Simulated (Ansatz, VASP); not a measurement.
One calculation of CdS, two programs

POSCAR

```
CdS
1.0
    0.0000000000      2.9392148416      2.9392148416
    2.9392148416      0.0000000000      2.9392148416
    2.9392148416      2.9392148416      0.0000000000
Cd S
1 1
Direct
    0.0000000000      0.0000000000      0.0000000000
    0.2500000000      0.2500000000      0.2500000000
```

INCAR.step1

```
PREC = Accurate ; ENCUT = 520
EDIFF = 1E-5 ; ISMEAR = 0
SIGMA = 0.01 ; LREAL = F
LASPH = T ; NELM = 60
ALGO = Normal ; ISIF = 2
LWAVE = T ; LCHARG = F
GGA = PE ; NBANDS = 16
```

File INCAR.step2:

```
PREC = Accurate ; ENCUT = 520
EDIFF = 1E-6 ; ISMEAR = 0
SIGMA = 0.01 ; LREAL = F
LASPH = T ; NELM = 60
ALGO = Normal ; ISIF = 2
LWAVE = F ; LCHARG = F
GGA = PE ; LHFCALC = T
AEXX = 0.5 ; HFSCREEN = 0.5
PRECFOCK = Normal ; ISTART = 1
NBANDS = 16
```

Contents of KPOINTS:

```
regular mesh
0
Gamma
  4 4 4
```

Input for Ansatz:

```yaml
crystal:
  lattice:
    - [0.0, 2.9392148416, 2.9392148416]
    - [2.9392148416, 0.0, 2.9392148416]
    - [2.9392148416, 2.9392148416, 0.0]
  atoms:
    - { symbol: Cd, position: [0.0, 0.0, 0.0] }
    - { symbol: S, position: [0.25, 0.25, 0.25] }
kpoints:
  mp_grid: { grid: [4, 4, 4] }
hamiltonian:
  xc: { exchange: pbe, correlation: pbe, exx: { coeff: 0.5, omega: 0.5 } }
scf:
  occupations: { method: fixed }
  n_extra_bands: 4
output:
  forces: true
  stress: true
  eigenvalues: true
```

Alike in both runs: task single point; functional PBE-based screened hybrid; k mesh 4 × 4 × 4; no spin polarisation.

|  | VASP | Ansatz |
| --- | --- | --- |
| version | VASP 6.6.1 | Ansatz 0.2.0 |
| potentials or method | VASP PAW PBE potentials, release 64 (Cd, S) | plane waves |
| plane-wave cutoff (eV) | 520 | 420 |
| occupations | gaussian, width 0.01 eV | fixed |
| valence electrons in the cell | 18 | 26 |

Ansatz gave:

```
gap on the k mesh at the Fermi level (eV) : 2.18
pressure (GPa)                            : 0.3
```

Which values does VASP return?

gap on the k mesh at the Fermi level (eV): 2.18; pressure (GPa): 0.6.

VASP's potentials were made for PBE, not for PBE-based screened hybrid. VASP's potentials hold 18 valence electrons a cell and Ansatz's 26, so a difference there can come from the potentials and not from the codes. Ansatz's warnings: stress exchange threshold loose, stress scf threshold loose.

The k mesh is coarse, so the values compare programs but aren't converged.
